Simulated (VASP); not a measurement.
# K (I4/mmm) in VASP: further runs

Runs on K. Level: PBE. Tasks: single point.

Program: VASP 6.6.1. These are calculated values, not measurements. Logs are shortened: lines on timing, memory, paths and dates and some standing lists are left out, and cuts for length are marked.

## (1) The cell of the first run

It takes space group I4/mmm (No. 139, tetragonal). Conventional cell: a = 5.105 Å, b = 5.105 Å, c = 4.974 Å, α = 90.00°, β = 90.00°, γ = 90.00°. K (site symmetry 4/mmm) has 14 K at 4.38 to 5.11 Å within 5.7 Å.

## (2) Single point, PBE (strain -0.025 along x and y, -0.050 along z)

INCAR reads:

```
SYSTEM = K
  PREC = Accurate
  ENCUT = 520
  EDIFF = 1E-6
  ISMEAR = 0
  SIGMA = 0.15
  LREAL = .False.
  LASPH = .True.
  NELM = 100
  ALGO = Fast
  ISIF = 2
  LWAVE = .False.
  LCHARG = .False.
  GGA = PE
  NBANDS = 10
```

KPOINTS reads:

```
Automatic mesh
0
Gamma
  14 14 14
  0 0 0
```

POSCAR reads:

```
K
1.0
   -2.5525500000      2.5525500000      2.4871000000
    2.5525500000     -2.5525500000      2.4871000000
    2.5525500000      2.5525500000     -2.4871000000
K
1
Direct
    0.0000000000      0.0000000000      0.0000000000
```

Potentials or basis: VASP PAW PBE potentials, release 64 (K_sv).

Run with:

```sh
cat potpaw_PBE.64/K_sv/POTCAR > POTCAR
mpirun -np 1 vasp_std > vasp.out
```

OUTCAR:

```text
SYSTEM = K
   PREC = Accurate
   ENCUT = 520
   EDIFF = 1E-6
   ISMEAR = 0
   LREAL = .False.
   LASPH = .True.
   NELM = 100
   ISIF = 2
   GGA = PE

 ion  position               nearest neighbor table
   1  0.000  0.000  0.000-

  LATTYP: Found a body centered tetragonal cell.
 ALAT       =     5.1051000000
 C/A-ratio  =     0.9743589744

  Lattice vectors:

 A1 = (  -2.5525500000,   2.5525500000,   2.4871000000)
 A2 = (   2.5525500000,  -2.5525500000,   2.4871000000)
 A3 = (   2.5525500000,   2.5525500000,  -2.4871000000)

Analysis of symmetry for initial positions (statically):
=====================================================================
 Subroutine PRICEL returns:
 Original cell was already a primitive cell.

 Routine SETGRP: Setting up the symmetry group for a
 body centered tetragonal supercell.

 Subroutine GETGRP returns: Found 16 space group operations
 (whereof 16 operations were pure point group operations)
 out of a pool of 16 trial point group operations.

The static configuration has the point symmetry D_4h.

Analysis of symmetry for dynamics (positions and initial velocities):
=====================================================================
 Subroutine PRICEL returns:
 Original cell was already a primitive cell.

 Routine SETGRP: Setting up the symmetry group for a
 body centered tetragonal supercell.

 Subroutine GETGRP returns: Found 16 space group operations
 (whereof 16 operations were pure point group operations)
 out of a pool of 16 trial point group operations.

The dynamic configuration has the point symmetry D_4h.

 Subroutine INISYM returns: Found 16 space group operations
 (whereof 16 operations are pure point group operations),
 and found     1 'primitive' translations

----------------------------------------------------------------------------------------

                                     Primitive cell

  volume of cell :      64.8189

  direct lattice vectors                    reciprocal lattice vectors
    -2.552550000  2.552550000  2.487100000     0.000000000  0.195882549  0.201037353
     2.552550000 -2.552550000  2.487100000     0.195882549  0.000000000  0.201037353
     2.552550000  2.552550000 -2.487100000     0.195882549  0.195882549  0.000000000

  length of vectors
     4.383684457  4.383684457  4.383684457     0.280688422  0.280688422  0.277019757

  position of ions in fractional coordinates (direct lattice)
     0.000000000  0.000000000  0.000000000

  ion indices of the primitive-cell ions
   primitive index   ion index
                 1           1

----------------------------------------------------------------------------------------

 KPOINTS: Automatic mesh

Automatic generation of k-mesh.
 Grid dimensions read from file:
 generate k-points for:   14   14   14

 Generating k-lattice:

  Cartesian coordinates                     Fractional coordinates (reciprocal lattice)
     0.000000000  0.013991611  0.014359811     0.071428571  0.000000000  0.000000000
     0.013991611  0.000000000  0.014359811     0.000000000  0.071428571  0.000000000
     0.013991611  0.013991611  0.000000000     0.000000000  0.000000000  0.071428571

  Length of vectors
     0.020049173  0.020049173  0.019787126

  Shift w.r.t. Gamma in fractional coordinates (k-lattice)
     0.000000000  0.000000000  0.000000000

 Subroutine IBZKPT returns following result:
 ===========================================

 Found    244 irreducible k-points:

 Following reciprocal coordinates:
            Coordinates               Weight
  0.000000  0.000000  0.000000      1.000000
  0.071429 -0.000000  0.000000      8.000000
  0.142857 -0.000000  0.000000      8.000000
  0.214286  0.000000  0.000000      8.000000
  0.285714  0.000000  0.000000      8.000000
  0.357143  0.000000 -0.000000      8.000000
[... 16 lines left out ...]
  0.214286  0.142857  0.000000     16.000000
  0.285714  0.142857  0.000000     16.000000
 [... further k-points ...]
   k-points           NKPTS =    244   k-points in BZ     NKDIM =    244   number of bands    NBANDS=     10
   number of dos      NEDOS =    301   number of ions     NIONS =      1
   total plane-waves  NPLWV =  46656
   dimension x,y,z NGX =    36 NGY =   36 NGZ =   36
   dimension x,y,z NGXF=    72 NGYF=   72 NGZF=   72
   ions per type =               1
   NGX,Y,Z   is equivalent  to a cutoff of  13.65, 13.65, 13.65 a.u.
   NGXF,Y,Z  is equivalent  to a cutoff of  27.31, 27.31, 27.31 a.u.
 SYSTEM =  K
   PREC   = accura    normal or accurate (medium, high low for compatibility)
   ISTART =      0    job   : 0-new  1-cont  2-samecut
   ICHARG =      2    charge: 1-file 2-atom 10-const
   ISPIN  =      1    spin polarized calculation?
   LNONCOLLINEAR =      F non collinear calculations
   LSORBIT =      F    spin-orbit coupling
   LASPH  =      T    aspherical Exc in radial PAW
   ENCUT  =  520.0 eV  38.22 Ry    6.18 a.u.   8.15  8.15  8.15*2*pi/ulx,y,z
   NELM   =    100;   NELMIN=  2; NELMDL= -5     # of ELM steps
   EDIFF  = 0.1E-05   stopping-criterion for ELM
   LREAL  =      F    real-space projection
   EDIFFG = 0.1E-04   stopping-criterion for IOM
   NSW    =      0    number of steps for IOM
   IBRION =     -1    ionic relax: 0-MD 1-quasi-New 2-CG
   NFREE  =      0    steps in history (QN), initial steepest desc. (CG)
   ISIF   =      2    stress and relaxation
   ISYM   =      2    0-nonsym 1-usesym 2-fastsym
   POTIM  = 0.5000    time-step for ionic-motion
   TEBEG  =    0.0;   TEEND  =   0.0 temperature during run
   PSTRESS=    0.0 pullay stress
   NELECT =       9.0000    total number of electrons
   NUPDOWN=      -1.0000    fix difference up-down
   EMIN   =  10.00;   EMAX   =-10.00  energy-range for DOS
   EFERMI =   0.00;   METHOD = LEGACY
   ISMEAR =     0;   SIGMA  =   0.15  broadening in eV -4-tet -1-fermi 0-gaus
   EFERMI_NEDOS =   21; number of points for ismear=-14 and -15
   IALGO  =     68    algorithm
   IMIX   =      4    mixing-type and parameters
     AMIX     =   0.40;   BMIX     =  1.00
     AMIX_MAG =   1.60;   BMIX_MAG =  1.00
  volume/ion in A,a.u.               =      64.82       437.42
  Fermi-wavevector in a.u.,A,eV,Ry     =   0.847725  1.601968  9.777663  0.718638
  Thomas-Fermi vector in A             =   1.963276
   LORBIT       =      0    0 simple, 1 ext, 2 COOP (PROOUT), +10 PAW based schemes
   GGA     = PE    functional components
   LHFCALC =     F    Hartree Fock is set to
   AEXX    =    0.0000 exact exchange contribution
   IVDW    =     0    specifies the selected vdW correction
   LEPSILON=     F    determine dielectric tensor
   LRPA    =     F    only Hartree local field effects (RPA)
 non-spin polarized calculation
 RMM-DIIS sequential band-by-band and
 Gauss-broadening in eV      SIGMA  =   0.15
  energy-cutoff  :      520.00
  volume of cell :       64.82
 maximum number of plane-waves:      1770
 NGX is ok and might be reduce to    36
   NGX = 17   NGY = 17   NGZ = 17

 number of electron       9.0000001 magnetization

 Free energy of the ion-electron system (eV)
  ---------------------------------------------------
  ext. energy  EPLUGINS =         0.00000000
  ---------------------------------------------------
  free energy    TOTEN  =        -1.03649704 eV

  energy without entropy =       -1.02815084  energy(sigma->0) =       -1.03232394

 E-fermi :   0.1795     XC(G=0):  -5.9655

 val. band max:        0.1741260385   @ k =  -0.0714  -0.4286   0.0714
 cond. band min:       0.1948681009   @ k =   0.2857   0.2143   0.0000
 fundamental gap:      0.0207420624
 Fermi energy:         0.1795166829

 k-point     1 :       0.0000    0.0000    0.0000
  band No.  band energies     occupation
      1     -31.8891      2.00000
      2     -15.3270      2.00000
      3     -15.3268      2.00000
      4     -15.3268      2.00000
      5      -2.1630      2.00000
      6       4.4985      0.00000
      7       4.6397      0.00000
      8       4.6397      0.00000
      9       5.4874      0.00000
     10       5.6747      0.00000

 k-point     2 :       0.0714   -0.0000    0.0000
  band No.  band energies     occupation
      1     -31.8888      2.00000
      2     -15.3323      2.00000
      3     -15.3285      2.00000
      4     -15.3270      2.00000
      5      -2.0917      2.00000
      6       4.4509      0.00000
      7       4.5448      0.00000
      8       4.6524      0.00000
      9       5.4297      0.00000
     10       5.5812      0.00000

 k-point     3 :       0.1429   -0.0000    0.0000
  band No.  band energies     occupation
      1     -31.8877      2.00000
      2     -15.3471      2.00000
      3     -15.3334      2.00000
      4     -15.3271      2.00000
      5      -1.8809      2.00000
      6       4.1658      0.00000
      7       4.2383      0.00000
      8       4.8081      0.00000
      9       5.3485      0.00000
     10       5.5124      0.00000

 k-point     4 :       0.2143    0.0000    0.0000
  band No.  band energies     occupation
      1     -31.8862      2.00000
      2     -15.3683      2.00000
      3     -15.3405      2.00000
      4     -15.3273      2.00000
      5      -1.5390      2.00000
      6       3.5601      0.00000
      7       3.9623      0.00000
      8       5.0919      0.00000
      9       5.4012      0.00000
     10       5.5031      0.00000
[... 222 lines left out ...]
 k-point    22 :       0.1429    0.1429    0.0000
  band No.  band energies     occupation
      1     -31.8854      2.00000
      2     -15.3781      2.00000
      3     -15.3410      2.00000
      4     -15.3325      2.00000
      5      -1.3318      2.00000
      6       3.4167      0.00000
      7       3.6709      0.00000
      8       5.1834      0.00000
      9       5.1914      0.00000
     10       5.8296      0.00000

 k-point    23 :       0.2143    0.1429    0.0000
  band No.  band energies     occupation
      1     -31.8839      2.00000
      2     -15.3962      2.00000
      3     -15.3497      2.00000
      4     -15.3339      2.00000
      5      -0.8778      2.00000
      6       2.8629      0.00000
      7       3.3822      0.00000
      8       5.2178      0.00000
      9       5.4689      0.00000
     10       5.9972      0.00000

 k-point    24 :       0.2857    0.1429    0.0000
  band No.  band energies     occupation
      1     -31.8825      2.00000
      2     -15.4115      2.00000
      3     -15.3589      2.00000
      4     -15.3345      2.00000
      5      -0.3281      2.00000
      6       2.2479      0.00000
      7       3.1733      0.00000
      8       5.2210      0.00000
      9       5.7421      0.00000
     10       6.1254      0.00000

 [... further k-points ...]

------------------------ aborting loop because EDIFF is reached ----------------------------------------

  FORCE on cell =-STRESS in cart. coord.  units (eV):
  Direction    XX          YY          ZZ          XY          YZ          ZX
  --------------------------------------------------------------------------------------
  -------------------------------------------------------------------------------------
  Total        0.2307667      0.2307667      0.2444314      0.0000000      0.0000000      0.0000000
  in kB        5.7040334      5.7040334      6.0417926      0.0000000      0.0000000      0.0000000
  external PRESSURE =       5.8166198 kB  Pullay stress =       0.0000000 kB

 VOLUME and BASIS-vectors are now :
 -----------------------------------------------------------------------------
  energy-cutoff  :      520.00
  volume of cell :       64.82
      direct lattice vectors                 reciprocal lattice vectors
    -2.552550000  2.552550000  2.487100000     0.000000000  0.195882549  0.201037353
     2.552550000 -2.552550000  2.487100000     0.195882549  0.000000000  0.201037353
     2.552550000  2.552550000 -2.487100000     0.195882549  0.195882549  0.000000000

 POSITION                                       TOTAL-FORCE (eV/Angst)
 -----------------------------------------------------------------------------------
      0.00000      0.00000      0.00000         0.000000     -0.000000     -0.000000
 -----------------------------------------------------------------------------------
    total drift:                               -0.000000     -0.000000      0.000000

  FREE ENERGIE OF THE ION-ELECTRON SYSTEM (eV)
  ---------------------------------------------------
  free  energy   TOTEN  =        -1.0364970445 eV

  energy  without entropy=       -1.0281508444  energy(sigma->0) =       -1.03232394
```

Wall time 1.7 min (1 thread of AMD EPYC 9R45 (Zen 5), shared host); peak memory 0.28 GiB.

Results:

```yaml
Free_energy: -1.0365 eV
Pressure: 0.6 GPa
Band_gap_on_the_k_mesh: zero (an odd number of electrons rules out a gap without spin polarisation)
```

Levels at points of the mesh, in eV from the Fermi level:
```csv
k point,band 3,band 4,band 5,band 6,band 7,band 8
"(0.00, 0.00, 0.00)",-15.51,-15.51,-2.34,4.32,4.46,4.46
"(0.50, 0.00, 0.00)",-15.54,-15.51,0.45,0.79,3.15,5.17
"(0.50, 0.50, 0.00)",-15.54,-15.51,0.40,0.71,3.31,5.05
"(0.50, 0.50, 0.50)",-15.58,-15.58,1.55,1.64,3.73,3.73
```

Caveat: the cell differs from its parent crystal (strain -0.025 along x and y, -0.050 along z).

[end of part 1 of 2]
